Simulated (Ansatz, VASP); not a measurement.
**One calculation of TiC, two programs**

```
Ti C
1.0
     0.00000    2.16400    2.16400
     2.16400    0.00000    2.16400
     2.16400    2.16400    0.00000
Ti C
1 1
Direct
  0.02311 0.02311 0.97689
  0.50000 0.50000 0.50000
```

Change from the starting cell: all Ti atoms moved -0.100 Å, as atom 1 towards its neighbour atom 2 (C) at 2.164 Å.

Alike in both runs: task single point; functional LDA; k mesh 18 × 18 × 18; occupations gaussian, width 0.15 eV; no spin polarisation.

|  | VASP | Ansatz |
| --- | --- | --- |
| version | VASP 6.6.1 | Ansatz 0.2.0 |
| potentials or method | VASP PAW LDA potentials, release 64 (Ti_sv, C), cutoff 520 eV | scalar-relativistic, plane waves, PAW |
| valence electrons in the cell | 16 | 16 |

|  | VASP | Ansatz | Ansatz less VASP |
| --- | --- | --- | --- |
| gap on the k mesh at the Fermi level (eV) | none | none | - |
| pressure (GPa) | -10.2 | -10.9 | -0.71 |
| traceless stress, the component that is largest in VASP (GPa) | 1.82 | 1.78 | -0.034 |
| rms of the force components (eV/Å) | 0.508 | 0.502 | -0.0065 |

LDA's correlation is that of Perdew and Zunger in VASP and of Perdew and Wang (1992) in Ansatz. Atom by atom the forces differ by 0.006 eV/Å (rms over components). A gap of «none» marks a metal or a gap that the smearing closes.
